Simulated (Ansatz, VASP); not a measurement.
Two plane-wave programs on Al2BAs3

The input INCAR:

```
SYSTEM = Al2BAs3
PREC     = Accurate       ! precision mode
ENCUT    = 600            ! plane-wave cutoff, eV
EDIFF    = 1E-6           ! SCF threshold, eV
ISMEAR   = 0              ! smearing method
SIGMA    = 0.1            ! smearing width, eV
LREAL    = .False.        ! projectors in reciprocal space
LASPH    = .True.         ! aspherical terms in the spheres
NELM     = 60             ! most SCF steps
ALGO     = Normal         ! electronic algorithm
ISIF     = 3              ! what is computed and relaxed
LWAVE    = .False.        ! write WAVECAR
LCHARG   = .False.        ! write CHGCAR
GGA      = PE             ! functional
IBRION   = 2              ! ionic algorithm
NSW      = 90             ! ionic steps
EDIFFG   = -0.04          ! ionic threshold
```

Contents of KPOINTS:

```
Automatic mesh
0
Gamma
  6 6 6
  0 0 0
```

The input POSCAR:

```
Al2BAs3
1.0
    2.5049887000      1.4462559000      4.4501904200
   -2.5049887000      1.4462559000      4.4501904200
    0.0000000000     -2.8925118000      4.4501904200
Al B As
2 1 3
Direct
    0.8785759800      0.8785759800      0.8785759800
    0.1214240200      0.1214240200      0.1214240200
    0.5000000000      0.5000000000      0.5000000000
    0.5000000000      0.0000000000      0.5000000000
    0.5000000000      0.5000000000      0.0000000000
    0.0000000000      0.5000000000      0.5000000000
```

Input for Ansatz:

```yaml
crystal:
  lattice:
    - [2.5049887, 1.4462559, 4.45019042]
    - [-2.5049887, 1.4462559, 4.45019042]
    - [0.0, -2.8925118, 4.45019042]
  atoms:
    - { symbol: Al, position: [0.87857598, 0.87857598, 0.87857598] }
    - { symbol: Al, position: [0.12142402, 0.12142402, 0.12142402] }
    - { symbol: B, position: [0.5, 0.5, 0.5] }
    - { symbol: As, position: [0.5, 0.0, 0.5] }
    - { symbol: As, position: [0.5, 0.5, 0.0] }
    - { symbol: As, position: [0.0, 0.5, 0.5] }
basis:
  ecutwfc: 420
kpoints:
  mp_grid: { grid: [6, 6, 6] }
hamiltonian:
  xc: pbe
scf:
  occupations: { method: gaussian, width: 0.1 }
  lower_state_search: "off"
output:
  forces: true
  stress: true
  eigenvalues: true
relax:
  adjacent_minimum: "off"
  f_tol: 0.04
  max_steps: 70
  cell: { stress_tol: 0.4 }
```

Change from the starting cell: species swapped into the Ce2Fe3Rh type (R-3m, No. 166).

Alike in both runs: task relaxation of cell and atoms; functional PBE; k mesh 6 × 6 × 6; occupations gaussian, width 0.1 eV; no spin polarisation.

```csv
,VASP,Ansatz
version,VASP 6.6.1,Ansatz 0.2.0
potentials or method,"VASP PAW PBE potentials, release 64 (Al, B, As), cutoff 600 eV","scalar-relativistic, plane waves, PAW"
valence electrons in the cell,24,54
```

```tsv
	VASP	Ansatz	Ansatz less VASP
gap on the k mesh at the Fermi level, each at its own relaxed structure (eV)	none	none	-
relaxed volume (Å³/atom)	17.60	17.50	-0.102
relaxed cell length with the largest relative difference (Å)	4.752	4.743	-0.0082
```

A gap of «none» marks a metal or a gap that the smearing closes. VASP's potentials hold 24 valence electrons a cell and Ansatz's 54, so a difference there can come from the potentials and not from the codes.
